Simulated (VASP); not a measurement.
# Pb (P6_3/mmc) in VASP: further runs

Runs on Pb. Level: PBEsol. Tasks: single point.

All numbers are computed with VASP 6.6.1; they aren't measurements. Logs are shortened: lines on timing, memory, paths and dates and some standing lists are left out, and cuts for length are marked.

## 1. The cell of the first run

Symmetry: P6_3/mmc, No. 194, hexagonal system. The conventional cell has a = 3.550 Å, b = 3.550 Å, c = 5.590 Å, α = 90.00°, β = 90.00°, γ = 120.00°. Within 4.6 Å of Pb (site symmetry -6m2) lie 12 Pb at 3.47 to 3.55 Å.

## 2. Single point, PBEsol (equal xx and yy strain of +2 %)

Input file INCAR:

```
SYSTEM = Pb
PREC = Accurate
ENCUT = 520
EDIFF = 1E-6
ISMEAR = -1
SIGMA = 0.08
LREAL = .False.
LASPH = .True.
NELM = 100
ALGO = Normal
ISIF = 2
LWAVE = .False.
LCHARG = .False.
GGA = PS
NBANDS = 21
```

Input file KPOINTS:

```
Automatic mesh
0
Gamma
  14 14 8
  0 0 0
```

Input file POSCAR:

```
Pb
1.0
    3.5496007044      0.0000000000      0.0000000000
   -1.7748003522      3.0740443833      0.0000000000
    0.0000000000      0.0000000000      5.5900000000
Pb
2
Direct
    0.3333333333      0.6666666667      0.2500000000
    0.6666666667      0.3333333333      0.7500000000
```

Potentials or basis: VASP PAW PBE potentials, release 64 (Pb_d).

Launch:

```bash
> cat potpaw_PBE.64/Pb_d/POTCAR > POTCAR
> mpirun -np 1 vasp_std > vasp.out
```

OUTCAR:

```text
SYSTEM = Pb
   PREC = Accurate
   ENCUT = 520
   EDIFF = 1E-6
   ISMEAR = -1
   LREAL = .False.
   LASPH = .True.
   NELM = 100
   ISIF = 2
   GGA = PS

 ion  position               nearest neighbor table
   1  0.333  0.667  0.250-   2 3.47   2 3.47   2 3.47   2 3.47   2 3.47   2 3.47
   2  0.667  0.333  0.750-   1 3.47   1 3.47   1 3.47   1 3.47   1 3.47   1 3.47

  LATTYP: Found a hexagonal cell.
 ALAT       =     3.5496007044
 C/A-ratio  =     1.5748250199

  Lattice vectors:

 A1 = (   3.5496007044,   0.0000000000,   0.0000000000)
 A2 = (  -1.7748003522,   3.0740443833,   0.0000000000)
 A3 = (   0.0000000000,   0.0000000000,   5.5900000000)

Analysis of symmetry for initial positions (statically):
=====================================================================
 Subroutine PRICEL returns:
 Original cell was already a primitive cell.

 Routine SETGRP: Setting up the symmetry group for a
 hexagonal supercell.

 Subroutine GETGRP returns: Found 24 space group operations
 (whereof 12 operations were pure point group operations)
 out of a pool of 24 trial point group operations.

The static configuration has the point symmetry D_3d.
 The point group associated with its full space group is D_6h.

Analysis of symmetry for dynamics (positions and initial velocities):
=====================================================================
 Subroutine PRICEL returns:
 Original cell was already a primitive cell.

 Routine SETGRP: Setting up the symmetry group for a
 hexagonal supercell.

 Subroutine GETGRP returns: Found 24 space group operations
 (whereof 12 operations were pure point group operations)
 out of a pool of 24 trial point group operations.

The dynamic configuration has the point symmetry D_3d.
 The point group associated with its full space group is D_6h.

 Subroutine INISYM returns: Found 24 space group operations
 (whereof 12 operations are pure point group operations),
 and found     1 'primitive' translations

----------------------------------------------------------------------------------------

                                     Primitive cell

  volume of cell :      60.9960

  direct lattice vectors                    reciprocal lattice vectors
     3.549600704  0.000000000  0.000000000     0.281721828  0.162652173  0.000000000
    -1.774800352  3.074044383  0.000000000     0.000000000  0.325304347  0.000000000
     0.000000000  0.000000000  5.590000000     0.000000000  0.000000000  0.178890877

  length of vectors
     3.549600704  3.549600704  5.590000000     0.325304347  0.325304347  0.178890877

  position of ions in fractional coordinates (direct lattice)
     0.333333333  0.666666667  0.250000000
     0.666666667  0.333333333  0.750000000

  ion indices of the primitive-cell ions
   primitive index   ion index
                 1           1
                 2           2

----------------------------------------------------------------------------------------

 KPOINTS: Automatic mesh

Automatic generation of k-mesh.
 Grid dimensions read from file:
 generate k-points for:   14   14    8

 Generating k-lattice:

  Cartesian coordinates                     Fractional coordinates (reciprocal lattice)
     0.020122988  0.011618012  0.000000000     0.071428571 -0.000000000  0.000000000
     0.000000000  0.023236025  0.000000000     0.000000000  0.071428571  0.000000000
     0.000000000  0.000000000  0.022361360     0.000000000  0.000000000  0.125000000

  Length of vectors
     0.023236025  0.023236025  0.022361360

  Shift w.r.t. Gamma in fractional coordinates (k-lattice)
     0.000000000  0.000000000  0.000000000

 Subroutine IBZKPT returns following result:
 ===========================================

 Found    120 irreducible k-points:

 Following reciprocal coordinates:
            Coordinates               Weight
  0.000000  0.000000  0.000000      1.000000
  0.071429  0.000000  0.000000      6.000000
  0.142857  0.000000  0.000000      6.000000
  0.214286  0.000000  0.000000      6.000000
  0.285714  0.000000  0.000000      6.000000
  0.357143  0.000000  0.000000      6.000000
[... 16 lines left out ...]
  0.285714  0.285714  0.000000      6.000000
  0.357143  0.285714  0.000000      6.000000
 [... further k-points ...]
   k-points           NKPTS =    120   k-points in BZ     NKDIM =    120   number of bands    NBANDS=     21
   number of dos      NEDOS =    301   number of ions     NIONS =      2
   total plane-waves  NPLWV =  32928
   dimension x,y,z NGX =    28 NGY =   28 NGZ =   42
   dimension x,y,z NGXF=    56 NGYF=   56 NGZF=   84
   ions per type =               2
   NGX,Y,Z   is equivalent  to a cutoff of  13.11, 13.11, 12.49 a.u.
   NGXF,Y,Z  is equivalent  to a cutoff of  26.23, 26.23, 24.98 a.u.
 SYSTEM =  Pb
   PREC   = accura    normal or accurate (medium, high low for compatibility)
   ISTART =      0    job   : 0-new  1-cont  2-samecut
   ICHARG =      2    charge: 1-file 2-atom 10-const
   ISPIN  =      1    spin polarized calculation?
   LNONCOLLINEAR =      F non collinear calculations
   LSORBIT =      F    spin-orbit coupling
   LASPH  =      T    aspherical Exc in radial PAW
   ENCUT  =  520.0 eV  38.22 Ry    6.18 a.u.   6.60  6.60 10.39*2*pi/ulx,y,z
   NELM   =    100;   NELMIN=  2; NELMDL= -5     # of ELM steps
   EDIFF  = 0.1E-05   stopping-criterion for ELM
   LREAL  =      F    real-space projection
   EDIFFG = 0.1E-04   stopping-criterion for IOM
   NSW    =      0    number of steps for IOM
   IBRION =     -1    ionic relax: 0-MD 1-quasi-New 2-CG
   NFREE  =      0    steps in history (QN), initial steepest desc. (CG)
   ISIF   =      2    stress and relaxation
   ISYM   =      2    0-nonsym 1-usesym 2-fastsym
   POTIM  = 0.5000    time-step for ionic-motion
   TEBEG  =    0.0;   TEEND  =   0.0 temperature during run
   PSTRESS=    0.0 pullay stress
   NELECT =      28.0000    total number of electrons
   NUPDOWN=      -1.0000    fix difference up-down
   EMIN   =  10.00;   EMAX   =-10.00  energy-range for DOS
   EFERMI =   0.00;   METHOD = LEGACY
   ISMEAR =    -1;   SIGMA  =   0.08  broadening in eV -4-tet -1-fermi 0-gaus
   EFERMI_NEDOS =   21; number of points for ismear=-14 and -15
   IALGO  =     38    algorithm
   IMIX   =      4    mixing-type and parameters
     AMIX     =   0.40;   BMIX     =  1.00
     AMIX_MAG =   1.60;   BMIX_MAG =  1.00
  volume/ion in A,a.u.               =      30.50       205.81
  Fermi-wavevector in a.u.,A,eV,Ry     =   1.262875  2.386488 21.699295  1.594853
  Thomas-Fermi vector in A             =   2.396261
   LORBIT       =      0    0 simple, 1 ext, 2 COOP (PROOUT), +10 PAW based schemes
   GGA     = PS    functional components
   LHFCALC =     F    Hartree Fock is set to
   AEXX    =    0.0000 exact exchange contribution
   IVDW    =     0    specifies the selected vdW correction
   LEPSILON=     F    determine dielectric tensor
   LRPA    =     F    only Hartree local field effects (RPA)
 non-spin polarized calculation
  energy-cutoff  :      520.00
  volume of cell :       61.00
 maximum number of plane-waves:      1677
 NGX is ok and might be reduce to    28
   NGX = 13   NGY = 13   NGZ = 21

 number of electron      28.0000004 magnetization

 Free energy of the ion-electron system (eV)
  ---------------------------------------------------
  ext. energy  EPLUGINS =         0.00000000
  ---------------------------------------------------
  free energy    TOTEN  =        -7.96779436 eV

  energy without entropy =       -7.94259393  energy(sigma->0) =       -7.95519415

 E-fermi :   6.9802     XC(G=0): -10.3141

 val. band max:        6.9777476399   @ k =   0.4286   0.1429   0.2500
 cond. band min:       6.9834321561   @ k =   0.2143   0.0714   0.5000
 fundamental gap:      0.0056845162
 Fermi energy:         6.9801995143

 k-point     1 :       0.0000    0.0000    0.0000
  band No.  band energies     occupation
      1      -9.9783      2.00000
      2      -9.9277      2.00000
      3      -9.9260      2.00000
      4      -9.9260      2.00000
      5      -9.9026      2.00000
      6      -9.9026      2.00000
[... 13 lines left out ...]
     20      15.8234      0.00000
     21      18.4388      0.00000

 k-point     2 :       0.0714    0.0000    0.0000
  band No.  band energies     occupation
      1      -9.9758      2.00000
      2      -9.9428      2.00000
      3      -9.9152      2.00000
      4      -9.9065      2.00000
      5      -9.8992      2.00000
      6      -9.8921      2.00000
[... 13 lines left out ...]
     20      16.1578      0.00000
     21      18.0807      0.00000

 k-point     3 :       0.1429    0.0000    0.0000
  band No.  band energies     occupation
      1      -9.9869      2.00000
      2      -9.9404      2.00000
      3      -9.9008      2.00000
      4      -9.8988      2.00000
      5      -9.8974      2.00000
      6      -9.8848      2.00000
[... 13 lines left out ...]
     20      17.1972      0.00000
     21      17.3796      0.00000

 k-point     4 :       0.2143    0.0000    0.0000
  band No.  band energies     occupation
      1     -10.0138      2.00000
      2      -9.9288      2.00000
      3      -9.9235      2.00000
      4      -9.9158      2.00000
      5      -9.8866      2.00000
      6      -9.8408      2.00000
[... 13 lines left out ...]
     20      16.6088      0.00000
     21      17.6372      0.00000

 k-point     5 :       0.2857    0.0000    0.0000
  band No.  band energies     occupation
      1     -10.0426      2.00000
      2      -9.9511      2.00000
      3      -9.9335      2.00000
      4      -9.9294      2.00000
      5      -9.8636      2.00000
      6      -9.7920      2.00000
[... 13 lines left out ...]
     20      15.9884      0.00000
     21      17.4262      0.00000

 k-point     6 :       0.3571    0.0000    0.0000
  band No.  band energies     occupation
      1     -10.0674      2.00000
      2      -9.9780      2.00000
      3      -9.9487      2.00000
      4      -9.9362      2.00000
      5      -9.8392      2.00000
      6      -9.7954      2.00000
[... 13 lines left out ...]
     20      15.5424      0.00000
     21      17.2157      0.00000

 k-point     7 :       0.4286    0.0000    0.0000
  band No.  band energies     occupation
      1     -10.0840      2.00000
      2      -9.9977      2.00000
      3      -9.9587      2.00000
      4      -9.9424      2.00000
      5      -9.8220      2.00000
      6      -9.8094      2.00000
[... 13 lines left out ...]
     20      15.2735      0.00000
     21      17.0849      0.00000
[... 291 lines left out ...]
      1     -10.0030      2.00000
      2      -9.9682      2.00000
      3      -9.9665      2.00000
      4      -9.9248      2.00000
      5      -9.8299      2.00000
      6      -9.8024      2.00000
[... 13 lines left out ...]
     20      17.0717      0.00000
     21      17.6210      0.00000

 k-point    21 :       0.2857    0.2143    0.0000
  band No.  band energies     occupation
      1     -10.0276      2.00000
      2      -9.9812      2.00000
      3      -9.9283      2.00000
      4      -9.9192      2.00000
      5      -9.8233      2.00000
      6      -9.8181      2.00000
[... 13 lines left out ...]
     20      17.0689      0.00000
     21      19.1691      0.00000

 k-point    22 :       0.3571    0.2143    0.0000
  band No.  band energies     occupation
      1     -10.0411      2.00000
      2      -9.9889      2.00000
      3      -9.9128      2.00000
      4      -9.8981      2.00000
      5      -9.8380      2.00000
      6      -9.8107      2.00000
[... 13 lines left out ...]
     20      16.9476      0.00000
     21      21.0487      0.00000

 k-point    23 :       0.2857    0.2857    0.0000
  band No.  band energies     occupation
      1     -10.0454      2.00000
      2      -9.9344      2.00000
      3      -9.9275      2.00000
      4      -9.9023      2.00000
      5      -9.8455      2.00000
      6      -9.8067      2.00000
[... 13 lines left out ...]
     20      18.8848      0.00000
     21      19.0596      0.00000

 k-point    24 :       0.3571    0.2857    0.0000
  band No.  band energies     occupation
      1     -10.0517      2.00000
      2      -9.9331      2.00000
      3      -9.8960      2.00000
      4      -9.8896      2.00000
      5      -9.8601      2.00000
      6      -9.8341      2.00000
[... 13 lines left out ...]
     20      18.9074      0.00000
     21      20.8729      0.00000

 [... further k-points ...]

------------------------ aborting loop because EDIFF is reached ----------------------------------------

  FORCE on cell =-STRESS in cart. coord.  units (eV):
  Direction    XX          YY          ZZ          XY          YZ          ZX
  --------------------------------------------------------------------------------------
  -------------------------------------------------------------------------------------
  Total       -0.6048723     -0.6048723      0.2566384      0.0000000      0.0000000      0.0000000
  in kB      -15.8881308    -15.8881308      6.7411009      0.0000000      0.0000000      0.0000000
  external PRESSURE =      -8.3450536 kB  Pullay stress =       0.0000000 kB

 VOLUME and BASIS-vectors are now :
 -----------------------------------------------------------------------------
  energy-cutoff  :      520.00
  volume of cell :       61.00
      direct lattice vectors                 reciprocal lattice vectors
     3.549600704  0.000000000  0.000000000     0.281721828  0.162652173  0.000000000
    -1.774800352  3.074044383  0.000000000     0.000000000  0.325304347  0.000000000
     0.000000000  0.000000000  5.590000000     0.000000000  0.000000000  0.178890877

 POSITION                                       TOTAL-FORCE (eV/Angst)
 -----------------------------------------------------------------------------------
     -0.00000      2.04936      1.39750        -0.000000     -0.000000      0.000000
      1.77480      1.02468      4.19250         0.000000      0.000000      0.000000
 -----------------------------------------------------------------------------------
    total drift:                               -0.000000      0.000000      0.000000

  FREE ENERGIE OF THE ION-ELECTRON SYSTEM (eV)
  ---------------------------------------------------
  free  energy   TOTEN  =        -7.9677943610 eV

  energy  without entropy=       -7.9425939318  energy(sigma->0) =       -7.95519415
```

Run time: 3 min. Hardware: 1 thread of Intel Xeon Platinum 8259CL at 2.50GHz (Skylake/Cascade Lake), shared host; peak memory 0.25 GiB.

Results:

```yaml
Free_energy: -7.9678 eV
Pressure: -0.8 GPa
Band_gap_on_the_k_mesh: zero (band 14 reaches 12.22 eV, above the bottom of band 15 at 5.28 eV)
```

Levels at points of the mesh, in eV from the Fermi level:
| k point | band 11 | band 12 | band 13 | band 14 | band 15 | band 16 | band 17 | band 18 |
| --- | --- | --- | --- | --- | --- | --- | --- | --- |
| (0.00, 0.00, 0.00) | -11.68 | -7.77 | -4.04 | 5.17 | 5.17 | 7.06 | 7.06 | 8.17 |
| (0.50, 0.00, 0.00) | -8.39 | -7.14 | -2.74 | -1.20 | -0.46 | 1.81 | 1.81 | 5.62 |
| (0.00, 0.00, 0.50) | -10.41 | -10.41 | 1.20 | 1.20 | 6.08 | 6.08 | 6.08 | 6.08 |
| (0.50, 0.00, 0.50) | -7.56 | -7.56 | -3.62 | -3.62 | 3.26 | 3.26 | 3.75 | 3.75 |

Caveat: the cell differs from its parent crystal (equal xx and yy strain of +2 %); the PAW data sets were made with another functional, which shifts forces and pressure a little; spin-orbit coupling is left out, which moves the levels of the heavy elements.

(Continued in part 2 of 2.)
